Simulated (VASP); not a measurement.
Wanted: the native input for a VASP 6.6.1 run.

```yaml
Task: single point
Functional: PBEsol
Potentials_or_basis: VASP PAW PBE potentials, release 64 (Ge_d)
Cutoff: 520 eV
k_mesh: 24 × 24 × 22
Occupations: gaussian, width 0.15 eV
Spin: no spin polarisation
Dipole_correction: no
Further_INCAR_settings: ALGO = Normal; EDIFF = 1e-06; NBANDS = 13
```

The structure of Ge lies in POSCAR:

```
Ge
1.0
    1.3826056148     -2.5195012414      0.0000000000
    1.3826056148      2.5195012414      0.0000000000
    0.0000000000      0.0000000000      2.5370186706
Ge
1
Direct
    0.5000000000      0.5000000000      0.0000000000
```

This cell differs from its parent crystal: strain -0.0400 x Voigt [0, 0, 1, 0, 0, 0].

The input as run:

INCAR

```
ALGO = Normal
EDIFF = 1E-6
ENCUT = 520
GGA = PS
ISIF = 2
ISMEAR = 0
LASPH = T
LCHARG = F
LREAL = F
LWAVE = F
NBANDS = 13
NELM = 60
PREC = Accurate
SIGMA = 0.15
```

KPOINTS

```
k-points
0
Gamma
  24 24 22
```

Potentials or basis: VASP PAW PBE potentials, release 64 (Ge_d).

Launch:

```sh
$ cat potpaw_PBE.64/Ge_d/POTCAR > POTCAR
$ mpirun -np 1 vasp_std > vasp.out
```

Results of the run:

The pressure is 3.5 GPa and the band gap on the k mesh is zero (bands 7 and 8 overlap by 11.33 eV).

Caveat: the cell differs from its parent crystal (strain -0.0400 x Voigt [0, 0, 1, 0, 0, 0]); the stress differs along the axes, from -1 to 10 GPa; the PAW data sets were made with another functional, which shifts forces and pressure a little.

Wall time 2.6 min on 1 thread of Intel(R) Xeon(R) Platinum 8259CL CPU @ 2.50GHz (Skylake/Cascade Lake), with other jobs on the host, peak memory 0.48 GiB.
